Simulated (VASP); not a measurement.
Input of a VASP 6.6.1 run:

Contents of INCAR:

```
  PREC = Accurate
  ENCUT = 520
  EDIFF = 1E-6
  ISMEAR = 0
  SIGMA = 0.02
  LREAL = F
  LASPH = T
  NELM = 100
  ALGO = Normal
  ISIF = 2
  LWAVE = F
  LCHARG = F
  GGA = PE
  NBANDS = 37
```

KPOINTS

```
regular mesh
0
Gamma
  4 4 6
```

Contents of POSCAR:

```
PbF2
1.0
    5.6817702836      0.0000000000      0.0000000000
    0.0000000000      5.6817702836      0.0000000000
    0.0000000000      0.0000000000      3.9506627239
Pb F
2 4
Direct
    0.5000000000      0.5000000000      0.5000000000
    0.0000000000      0.0000000000      0.0000000000
    0.6923762857      0.6923762857      0.0000000000
    0.8076237143      0.1923762857      0.5000000000
    0.3076237143      0.3076237143      0.0000000000
    0.1923762857      0.8076237143      0.5000000000
```

Potentials or basis: VASP PAW PBE potentials, release 64 (Pb_d, F).

Launch:

```bash
$ cat potpaw_PBE.64/Pb_d/POTCAR potpaw_PBE.64/F/POTCAR > POTCAR
$ mpirun -np 1 vasp_std > vasp.out
```

(1) Estimate the largest force.

(2) Estimate the pressure.

(3) Predict the band gap on the k mesh.

Answers

(1) 0.007 eV/Å.

(2) -0.1 GPa.

(3) 3.78 eV (least direct gap 3.97 eV).

Caveat: spin-orbit coupling is left out, which moves the levels of the heavy elements.
